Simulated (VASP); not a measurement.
# InP (I-4m2) in VASP: notebook

Runs on InP. Level: LDA. Tasks: single point.

All numbers are computed with VASP 6.6.1; they aren't measurements. Logs are shortened: lines on timing, memory, paths and dates and some standing lists are left out, and cuts for length are marked.

### Step 1. The cell of the first run

Symmetry: I-4m2, No. 119, tetragonal system. Conventional cell: a = 4.261 Å, b = 4.261 Å, c = 5.544 Å, α = 90.00°, β = 90.00°, γ = 90.00°. Within 3.4 Å of In (site symmetry -4m2) lie 4 P at 2.54 Å. P (site symmetry -4m2) has 4 In at 2.54 Å within 3.4 Å.

### Step 2. Single point, LDA

INCAR

```
PREC = Accurate ; ENCUT = 500
EDIFF = 1E-6 ; ISMEAR = 0
SIGMA = 0.05 ; LREAL = False
LASPH = True ; NELM = 120
ALGO = Normal ; ISIF = 2
LWAVE = False ; LCHARG = True
GGA = CA ; LELF = True
LVHAR = True ; NBANDS = 16
GGA_COMPAT = False
```

KPOINTS

```
regular mesh
0
Gamma
  4 4 4
```

POSCAR

```
InP
1.0
    0.0000000000      3.0130923994      2.7720450074
    3.0130923994      0.0000000000      2.7720450074
    3.0130923994      3.0130923994      0.0000000000
In P
1 1
Direct
    0.0000000000      0.0000000000      0.0000000000
    0.7500000000      0.7500000000      0.7500000000
```

Potentials or basis: VASP PAW LDA potentials, release 64 (In_d, P).

Command:

```sh
$ cat potpaw_LDA.64/In_d/POTCAR potpaw_LDA.64/P/POTCAR > POTCAR
$ mpirun -np 1 vasp_std > vasp.out
```

OUTCAR:

```text
PREC = Accurate
   ENCUT = 500
   EDIFF = 1E-6
   ISMEAR = 0
   LREAL = False
   LASPH = True
   NELM = 120
   ISIF = 2
   GGA = CA

 ion  position               nearest neighbor table
   1  0.000  0.000  0.000-   2 2.54   2 2.54   2 2.54   2 2.54
   2  0.750  0.750  0.750-   1 2.54   1 2.54   1 2.54   1 2.54

  LATTYP: Found a body centered tetragonal cell.
 ALAT       =     4.2611561359
 C/A-ratio  =     1.3010764774

  Lattice vectors:

 A1 = (   0.0000000000,  -3.0130923994,  -2.7720450074)
 A2 = (   0.0000000000,   3.0130923994,  -2.7720450074)
 A3 = (   3.0130923994,   0.0000000000,   2.7720450074)

Analysis of symmetry for initial positions (statically):
=====================================================================
 Subroutine PRICEL returns:
 Original cell was already a primitive cell.

 Routine SETGRP: Setting up the symmetry group for a
 body centered tetragonal supercell.

 Subroutine GETGRP returns: Found  8 space group operations
 (whereof  8 operations were pure point group operations)
 out of a pool of 16 trial point group operations.

The static configuration has the point symmetry D_2d.

Analysis of symmetry for dynamics (positions and initial velocities):
=====================================================================
 Subroutine PRICEL returns:
 Original cell was already a primitive cell.

 Routine SETGRP: Setting up the symmetry group for a
 body centered tetragonal supercell.

 Subroutine GETGRP returns: Found  8 space group operations
 (whereof  8 operations were pure point group operations)
 out of a pool of 16 trial point group operations.

The dynamic configuration has the point symmetry D_2d.

 Subroutine INISYM returns: Found  8 space group operations
 (whereof  8 operations are pure point group operations),
 and found     1 'primitive' translations

----------------------------------------------------------------------------------------

                                     Primitive cell

  volume of cell :      50.3333

  direct lattice vectors                    reciprocal lattice vectors
     0.000000000  3.013092399  2.772045007    -0.165942472  0.165942472  0.180372252
     3.013092399  0.000000000  2.772045007     0.165942472 -0.165942472  0.180372252
     3.013092399  3.013092399  0.000000000     0.165942472  0.165942472 -0.180372252

  length of vectors
     4.094259314  4.094259314  4.261156136     0.295986414  0.295986414  0.295986414

  position of ions in fractional coordinates (direct lattice)
     0.000000000  0.000000000  0.000000000
     0.750000000  0.750000000  0.750000000

  ion indices of the primitive-cell ions
   primitive index   ion index
                 1           1
                 2           2

----------------------------------------------------------------------------------------

 KPOINTS: regular mesh

Automatic generation of k-mesh.
 Grid dimensions read from file:
 generate k-points for:    4    4    4

 Generating k-lattice:

  Cartesian coordinates                     Fractional coordinates (reciprocal lattice)
    -0.041485618  0.041485618  0.045093063     0.250000000  0.000000000  0.000000000
     0.041485618 -0.041485618  0.045093063     0.000000000  0.250000000  0.000000000
     0.041485618  0.041485618 -0.045093063    -0.000000000 -0.000000000  0.250000000

  Length of vectors
     0.073996603  0.073996603  0.073996603

  Shift w.r.t. Gamma in fractional coordinates (k-lattice)
     0.000000000  0.000000000  0.000000000

 Subroutine IBZKPT returns following result:
 ===========================================

 Found     13 irreducible k-points:

 Following reciprocal coordinates:
            Coordinates               Weight
  0.000000  0.000000  0.000000      1.000000
  0.250000  0.000000  0.000000      8.000000
  0.500000  0.000000  0.000000      4.000000
  0.250000  0.250000  0.000000      2.000000
  0.500000  0.250000  0.000000      8.000000
 -0.250000  0.250000  0.000000      4.000000
  0.500000  0.500000  0.000000      1.000000
  0.250000  0.000000  0.250000      4.000000
  0.500000  0.000000  0.250000     16.000000
 -0.250000 -0.000000  0.250000      8.000000
 -0.250000  0.500000  0.250000      4.000000
  0.500000  0.000000  0.500000      2.000000
 -0.250000  0.250000  0.500000      2.000000
   k-points           NKPTS =     13   k-points in BZ     NKDIM =     13   number of bands    NBANDS=     16
   number of dos      NEDOS =    301   number of ions     NIONS =      2
   total plane-waves  NPLWV =  28800
   dimension x,y,z NGX =    30 NGY =   30 NGZ =   32
   dimension x,y,z NGXF=    60 NGYF=   60 NGZF=   64
   ions per type =               1   1
   NGX,Y,Z   is equivalent  to a cutoff of  12.18, 12.18, 12.48 a.u.
   NGXF,Y,Z  is equivalent  to a cutoff of  24.36, 24.36, 24.97 a.u.
 SYSTEM =  unknown system
   PREC   = accura    normal or accurate (medium, high low for compatibility)
   ISTART =      0    job   : 0-new  1-cont  2-samecut
   ICHARG =      2    charge: 1-file 2-atom 10-const
   ISPIN  =      1    spin polarized calculation?
   LNONCOLLINEAR =      F non collinear calculations
   LSORBIT =      F    spin-orbit coupling
   LASPH  =      T    aspherical Exc in radial PAW
   ENCUT  =  500.0 eV  36.75 Ry    6.06 a.u.   7.46  7.46  7.77*2*pi/ulx,y,z
   NELM   =    120;   NELMIN=  2; NELMDL= -5     # of ELM steps
   EDIFF  = 0.1E-05   stopping-criterion for ELM
   LREAL  =      F    real-space projection
   EDIFFG = 0.1E-04   stopping-criterion for IOM
   NSW    =      0    number of steps for IOM
   IBRION =     -1    ionic relax: 0-MD 1-quasi-New 2-CG
   NFREE  =      0    steps in history (QN), initial steepest desc. (CG)
   ISIF   =      2    stress and relaxation
   ISYM   =      2    0-nonsym 1-usesym 2-fastsym
   POTIM  = 0.5000    time-step for ionic-motion
   TEBEG  =    0.0;   TEEND  =   0.0 temperature during run
   PSTRESS=    0.0 pullay stress
   NELECT =      18.0000    total number of electrons
   NUPDOWN=      -1.0000    fix difference up-down
   EMIN   =  10.00;   EMAX   =-10.00  energy-range for DOS
   EFERMI =   0.00;   METHOD = LEGACY
   ISMEAR =     0;   SIGMA  =   0.05  broadening in eV -4-tet -1-fermi 0-gaus
   EFERMI_NEDOS =   21; number of points for ismear=-14 and -15
   IALGO  =     38    algorithm
   IMIX   =      4    mixing-type and parameters
     AMIX     =   0.40;   BMIX     =  1.00
     AMIX_MAG =   1.60;   BMIX_MAG =  1.00
  volume/ion in A,a.u.               =      25.17       169.83
  Fermi-wavevector in a.u.,A,eV,Ry     =   1.162021  2.195901 18.371846  1.350293
  Thomas-Fermi vector in A             =   2.298587
   LORBIT       =      0    0 simple, 1 ext, 2 COOP (PROOUT), +10 PAW based schemes
   GGA     = CA    functional components
   LHFCALC =     F    Hartree Fock is set to
   AEXX    =    0.0000 exact exchange contribution
   IVDW    =     0    specifies the selected vdW correction
   LEPSILON=     F    determine dielectric tensor
   LRPA    =     F    only Hartree local field effects (RPA)
 non-spin polarized calculation
 Gauss-broadening in eV      SIGMA  =   0.05
  energy-cutoff  :      500.00
  volume of cell :       50.33
 maximum number of plane-waves:      1291
 NGX is ok and might be reduce to    30

 number of electron      18.0000007 magnetization

 Free energy of the ion-electron system (eV)
  ---------------------------------------------------
  ext. energy  EPLUGINS =         0.00000000
  ---------------------------------------------------
  free energy    TOTEN  =        -9.51964580 eV

  energy without entropy =       -9.51964154  energy(sigma->0) =       -9.51964367

 E-fermi :   5.3996     XC(G=0):  -9.6055

 val. band max:        5.2841507558   @ k =   0.0000   0.0000   0.0000
 cond. band min:       5.5151095337   @ k =   0.0000   0.0000   0.0000
 fundamental gap:      0.2309587779
 Fermi energy:         5.3996301356

 k-point     1 :       0.0000    0.0000    0.0000
  band No.  band energies     occupation
      1      -9.1962      2.00000
      2      -9.1962      2.00000
      3      -9.1640      2.00000
      4      -9.0425      2.00000
      5      -9.0335      2.00000
      6      -6.4813      2.00000
[... 8 lines left out ...]
     15      13.8492      0.00000
     16      14.8965      0.00000

 k-point     2 :       0.2500    0.0000    0.0000
  band No.  band energies     occupation
      1      -9.2459      2.00000
      2      -9.1725      2.00000
      3      -9.1522      2.00000
      4      -9.0440      2.00000
      5      -9.0252      2.00000
      6      -5.7984      2.00000
[... 8 lines left out ...]
     15      13.4181      0.00000
     16      14.4041      0.00000

 k-point     3 :       0.5000    0.0000    0.0000
  band No.  band energies     occupation
      1      -9.3005      2.00000
      2      -9.1579      2.00000
      3      -9.1373      2.00000
      4      -9.0387      2.00000
      5      -9.0070      2.00000
      6      -4.7252      2.00000
[... 8 lines left out ...]
     15      15.2989      0.00000
     16      15.9554      0.00000

 k-point     4 :       0.2500    0.2500    0.0000
  band No.  band energies     occupation
      1      -9.2770      2.00000
      2      -9.1419      2.00000
      3      -9.1419      2.00000
      4      -9.0725      2.00000
      5      -9.0096      2.00000
      6      -5.4893      2.00000
[... 8 lines left out ...]
     15      14.5376      0.00000
     16      16.9433      0.00000
[... 115 lines left out ...]
 k-point    11 :      -0.2500    0.5000    0.2500
  band No.  band energies     occupation
      1      -9.3316      2.00000
      2      -9.1299      2.00000
      3      -9.0908      2.00000
      4      -9.0666      2.00000
      5      -9.0107      2.00000
      6      -3.9418      2.00000
[... 8 lines left out ...]
     15      16.5551      0.00000
     16      17.0935      0.00000

 k-point    12 :       0.5000    0.0000    0.5000
  band No.  band energies     occupation
      1      -9.3619      2.00000
      2      -9.0885      2.00000
      3      -9.0816      2.00000
      4      -9.0741      2.00000
      5      -9.0072      2.00000
      6      -4.1527      2.00000
[... 8 lines left out ...]
     15      15.5637      0.00000
     16      16.8860      0.00000

 k-point    13 :      -0.2500    0.2500    0.5000
  band No.  band energies     occupation
      1      -9.3270      2.00000
      2      -9.1239      2.00000
      3      -9.0953      2.00000
      4      -9.0422      2.00000
      5      -9.0356      2.00000
      6      -4.0410      2.00000
[... 8 lines left out ...]
     15      15.5986      0.00000
     16      16.2707      0.00000

------------------------ aborting loop because EDIFF is reached ----------------------------------------

  FORCE on cell =-STRESS in cart. coord.  units (eV):
  Direction    XX          YY          ZZ          XY          YZ          ZX
  --------------------------------------------------------------------------------------
  -------------------------------------------------------------------------------------
  Total       -0.7106827     -0.7106827      0.2886222      0.0000000      0.0000000      0.0000000
  in kB      -22.6220065    -22.6220065      9.1872428      0.0000000      0.0000000      0.0000000
  external PRESSURE =     -12.0189234 kB  Pullay stress =       0.0000000 kB

 VOLUME and BASIS-vectors are now :
 -----------------------------------------------------------------------------
  energy-cutoff  :      500.00
  volume of cell :       50.33
      direct lattice vectors                 reciprocal lattice vectors
     0.000000000  3.013092399  2.772045007    -0.165942472  0.165942472  0.180372252
     3.013092399  0.000000000  2.772045007     0.165942472 -0.165942472  0.180372252
     3.013092399  3.013092399  0.000000000     0.165942472  0.165942472 -0.180372252

 POSITION                                       TOTAL-FORCE (eV/Angst)
 -----------------------------------------------------------------------------------
      0.00000      0.00000      0.00000         0.000000      0.000000      0.000000
      4.51964      4.51964      4.15807        -0.000000     -0.000000      0.000000
 -----------------------------------------------------------------------------------
    total drift:                               -0.000002     -0.000002     -0.000002

  FREE ENERGIE OF THE ION-ELECTRON SYSTEM (eV)
  ---------------------------------------------------
  free  energy   TOTEN  =        -9.5196457950 eV

  energy  without entropy=       -9.5196415426  energy(sigma->0) =       -9.51964367
```

Wall time 10 s (1 thread of Intel Xeon Platinum 8259CL at 2.50GHz (Skylake/Cascade Lake), shared host); peak memory 0.15 GiB.

What came out:

- Free energy: -9.5196 eV
- Pressure: -1.2 GPa
- Band gap on the k mesh: 0.23 eV, direct

Levels at points of the mesh, in eV from the valence-band top:
```
           k point  band 6  band 7  band 8  band 9  band 10  band 11  band 12  band 13
(0.00, 0.00, 0.00)  -11.77   -0.35   -0.35    0.00     0.23     3.65     3.79     3.79
(0.50, 0.00, 0.00)  -10.01   -6.07   -1.48   -0.97     0.97     4.17     4.84     6.70
(0.50, 0.50, 0.00)   -9.15   -5.76   -2.90   -2.90     1.06     1.37     9.13     9.13
(0.50, 0.00, 0.50)   -9.44   -6.27   -2.44   -2.39     1.49     2.13     8.42     8.70
```

Caveat: the k points lie up to 0.46 Å⁻¹ apart; spin-orbit coupling is left out, which moves the levels of the heavy elements.

### Step 3. Single point, LDA

This run uses another cell than the first one, of the same volume but with other edges.

INCAR

```
ALGO = Normal
EDIFF = 1E-6
ENCUT = 500
GGA = CA
GGA_COMPAT = False
ISIF = 2
ISMEAR = 0
LASPH = True
LCHARG = False
LREAL = False
LWAVE = False
NBANDS = 16
NELM = 120
PREC = Accurate
SIGMA = 0.05
```

KPOINTS

```
k-points
0
Gamma
  4 4 4
```

POSCAR

```
InP
1.0
    0.0000000000      2.8388612317      3.1227473548
    2.8388612317      0.0000000000      3.1227473548
    2.8388612317      2.8388612317      0.0000000000
In P
1 1
Direct
    0.0000000000      0.0000000000      0.0000000000
    0.7500000000      0.7500000000      0.7500000000
```

Potentials or basis: VASP PAW LDA potentials, release 64 (In_d, P).

Command:

```sh
$ cat potpaw_LDA.64/In_d/POTCAR potpaw_LDA.64/P/POTCAR > POTCAR
$ mpirun -np 1 vasp_std > vasp.out
```

Wall time 8.1 s (1 thread of Intel Xeon Platinum 8259CL at 2.50GHz (Skylake/Cascade Lake), shared host); peak memory 0.15 GiB.

The run converged. Its results:

```
Free energy            : -9.5004 eV
Pressure               : -1.2 GPa
Band gap on the k mesh : 0.26 eV, direct
```

Stress tensor (GPa, compression positive):
```
 0.49  0.00  0.00
 0.00  0.49  0.00
 0.00  0.00 -4.69
```

Levels at points of the mesh, in eV from the valence-band top:
| k point | band 6 | band 7 | band 8 | band 9 | band 10 | band 11 | band 12 | band 13 |
| --- | --- | --- | --- | --- | --- | --- | --- | --- |
| (0.00, 0.00, 0.00) | -11.70 | -0.53 | 0.00 | 0.00 | 0.26 | 3.75 | 3.75 | 3.92 |
| (0.50, 0.00, 0.00) | -9.95 | -6.01 | -1.49 | -0.82 | 0.98 | 4.35 | 4.85 | 6.75 |
| (0.50, 0.50, 0.00) | -9.51 | -6.44 | -2.15 | -2.15 | 1.78 | 2.50 | 8.17 | 9.25 |
| (0.50, 0.00, 0.50) | -9.17 | -5.84 | -2.70 | -2.68 | 1.23 | 1.65 | 8.59 | 8.98 |

Caveat: the k points lie up to 0.47 Å⁻¹ apart; spin-orbit coupling is left out, which moves the levels of the heavy elements.

### Step 4. Single point, LDA

This run uses another cell than the first one, of the same volume but with other edges.

INCAR

```
ALGO = Normal
EDIFF = 1E-6
ENCUT = 500
GGA = CA
GGA_COMPAT = F
ISIF = 2
ISMEAR = 0
LASPH = T
LCHARG = F
LREAL = F
LWAVE = F
NBANDS = 16
NELM = 120
PREC = Accurate
SIGMA = 0.05
```

KPOINTS is that of step 3.

POSCAR

```
InP
1.0
    0.0000000000      3.3830151305      2.1989598348
    3.3830151305      0.0000000000      2.1989598348
    3.3830151305      3.3830151305      0.0000000000
In P
1 1
Direct
    0.0000000000      0.0000000000      0.0000000000
    0.7500000000      0.7500000000      0.7500000000
```

Potentials or basis: VASP PAW LDA potentials, release 64 (In_d, P).

Command:

```sh
$ cat potpaw_LDA.64/In_d/POTCAR potpaw_LDA.64/P/POTCAR > POTCAR
$ mpirun -np 1 vasp_std > vasp.out
```

OUTCAR:

```text
EDIFF = 1E-6
   ENCUT = 500
   GGA = CA
   ISIF = 2
   ISMEAR = 0
   LASPH = T
   LREAL = F
   NELM = 120
   PREC = Accurate

 ion  position               nearest neighbor table
   1  0.000  0.000  0.000-   2 2.63   2 2.63   2 2.63   2 2.63
   2  0.750  0.750  0.750-   1 2.63   1 2.63   1 2.63   1 2.63

  LATTYP: Found a body centered tetragonal cell.
 ALAT       =     4.7843058793
 C/A-ratio  =     0.9192388155

  Lattice vectors:

[... 420 lines left out ...]

------------------------ aborting loop because EDIFF is reached ----------------------------------------

  FORCE on cell =-STRESS in cart. coord.  units (eV):
  Direction    XX          YY          ZZ          XY          YZ          ZX
  --------------------------------------------------------------------------------------
  -------------------------------------------------------------------------------------
  Total       -2.4725171     -2.4725171      0.5792200      0.0000000     -0.0000000      0.0000000
  in kB      -78.7036224    -78.7036224     18.4373710      0.0000000     -0.0000000      0.0000000
  external PRESSURE =     -46.3232912 kB  Pullay stress =       0.0000000 kB

 VOLUME and BASIS-vectors are now :
 -----------------------------------------------------------------------------
  energy-cutoff  :      500.00
  volume of cell :       50.33
      direct lattice vectors                 reciprocal lattice vectors
     0.000000000  3.383015131  2.198959835    -0.147797152  0.147797152  0.227380233
     3.383015131  0.000000000  2.198959835     0.147797152 -0.147797152  0.227380233
     3.383015131  3.383015131  0.000000000     0.147797152  0.147797152 -0.227380233

 POSITION                                       TOTAL-FORCE (eV/Angst)
 -----------------------------------------------------------------------------------
      0.00000      0.00000      0.00000         0.000000      0.000000      0.000000
      5.07452      5.07452      3.29844        -0.000000     -0.000000     -0.000000
 -----------------------------------------------------------------------------------
    total drift:                                0.000000      0.000000      0.000000

  FREE ENERGIE OF THE ION-ELECTRON SYSTEM (eV)
  ---------------------------------------------------
  free  energy   TOTEN  =        -9.0363449410 eV

  energy  without entropy=       -9.0356335253  energy(sigma->0) =       -9.03598923
```

Run time: 10 s. Hardware: 1 thread of Intel Xeon Platinum 8259CL at 2.50GHz (Skylake/Cascade Lake), shared host; peak memory 0.15 GiB.

Results:

| Item | Value |
| --- | --- |
| Free energy | -9.0363 eV |
| Pressure | -4.6 GPa |
| Band gap on the k mesh | 0.10 eV, indirect (least direct gap 0.53 eV) |

Stress tensor (GPa, compression positive):
```
-7.87  0.00  0.00
 0.00 -7.87  0.00
 0.00  0.00  1.84
```

Caveat: the k points lie up to 0.49 Å⁻¹ apart; spin-orbit coupling is left out, which moves the levels of the heavy elements. A k mesh can miss the band edges.

### Step 5. Overview

```tsv
cell	gap on the mesh (eV)	pressure (GPa)
a = 4.094, b = 4.094, c = 4.261 Å, angles 58.6, 58.6, 62.7°, 2 atoms	0.23	-1.2
a = 4.220, b = 4.220, c = 4.015 Å, angles 61.6, 61.6, 56.8°, 2 atoms	0.26	-1.2
a = 4.035, b = 4.035, c = 4.784 Å, angles 53.6, 53.6, 72.7°, 2 atoms	0.10	-4.6
```

Alike in all rows: task single point; level LDA; potentials or basis VASP PAW LDA potentials, release 64 (In_d, P); no spin polarisation; k mesh 4 × 4 × 4; cutoff (eV) 500; smearing gaussian 0.05 eV.

Caveats: all runs use coarse meshes; spin-orbit coupling is left out, which moves the levels of the heavy elements.

Total energies depend on the potentials used, so only differences within one code and one set of settings carry meaning.
